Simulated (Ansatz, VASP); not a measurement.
## One calculation of Si, two programs

INCAR

```
SYSTEM = Si
ALGO = Normal
EDIFF = 1E-8
ENCUT = 520
GGA = PE
ISIF = 2
ISMEAR = -1
LASPH = .True.
LCHARG = .False.
LEFG = .True.
LREAL = .False.
LWAVE = .False.
NBANDS = 11
NELM = 60
PREC = Accurate
SIGMA = 0.08
```

The input KPOINTS:

```
k-points
0
Gamma
  12 12 12
  0 0 0
```

File POSCAR:

```
Si
1.0
    0.0000000000      2.7379129186      2.7379129186
    2.7379129186      0.0000000000      2.7379129186
    2.7379129186      2.7379129186      0.0000000000
Si
2
Direct
    0.5000000000      0.5000000000      0.5000000000
    0.7500000000      0.7500000000      0.7500000000
```

Input for Ansatz:

```yaml
crystal:
  lattice:
    - [0.0, 2.7379129186, 2.7379129186]
    - [2.7379129186, 0.0, 2.7379129186]
    - [2.7379129186, 2.7379129186, 0.0]
  atoms:
    - { symbol: Si, position: [0.5, 0.5, 0.5] }
    - { symbol: Si, position: [0.75, 0.75, 0.75] }
kpoints:
  mp_grid: { grid: [12, 12, 12] }
scf:
  occupations: { method: fermi_dirac, width: 0.08 }
hamiltonian:
  xc: pbe
  pseudopotentials: { kind: paw }
output:
  forces: true
  stress: true
  eigenvalues: true
  efg: { contact_densities: true }
```

Change from the starting cell: volume scaled by 1.025, PAW files.

Alike in both runs: task electric field gradients; functional PBE; k mesh 12 × 12 × 12; occupations fermi-dirac, width 0.08 eV; no spin polarisation.

|  | VASP | Ansatz |
| --- | --- | --- |
| version | VASP 6.6.1 | Ansatz 0.2.0 |
| potentials or method | VASP PAW PBE potentials, release 64 (Si) | PAW with Ansatz's default frozen-core files, scalar-relativistic |
| plane-wave cutoff (eV) | 520 | 420 |
| valence electrons in the cell | 8 | 8 |

Ansatz gave:

* pressure (GPa): -0.3

Question: Which values does VASP return?

Answer: Pressure (GPa): -0.4.
